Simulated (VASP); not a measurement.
A run of VASP 6.6.1 is set up as follows.

File INCAR:

```
SYSTEM = SnSe
PREC = Accurate
ENCUT = 520
EDIFF = 1E-6
ISMEAR = -1
SIGMA = 0.05
LREAL = .FALSE.
LASPH = .TRUE.
NELM = 100
ALGO = Normal
ISIF = 2
LWAVE = .FALSE.
LCHARG = .FALSE.
GGA = PE
NBANDS = 28
```

KPOINTS

```
Automatic mesh
0
G
  6 6 3
  0 0 0
```

Contents of POSCAR:

```
SnSe
1.0
    4.3138855150      0.0000000000      0.0000000000
    0.0000000000      4.3138855150      0.0000000000
    0.0000000000      0.0000000000     10.9885877635
Sn Se
2 2
Direct
    0.0000000000      0.5000000000      0.6232938569
    0.5000000000      0.0000000000      0.3767061431
    0.0000000000      0.5000000000      0.3760045972
    0.5000000000      0.0000000000      0.6239954028
```

Potentials or basis: VASP PAW PBE potentials, release 64 (Sn_d, Se).

Launch:

```bash
$ cat potpaw_PBE.64/Sn_d/POTCAR potpaw_PBE.64/Se/POTCAR > POTCAR
$ mpirun -np 1 vasp_std > vasp.out
```

Problem. Estimate the largest force.

Solution. 0.018 eV/Å.

Problem. Predict the band gap on the k mesh.

Solution. 1.51 eV (least direct gap 1.56 eV).

Forces on the atoms (eV/Å):
```
Sn   0.000  0.000  0.018
Sn   0.000  0.000 -0.018
Se   0.000  0.000 -0.010
Se   0.000  0.000  0.010
```

Caveat: there is no dipole correction, which matters where the two faces differ; spin-orbit coupling is left out, which moves the levels of the heavy elements.
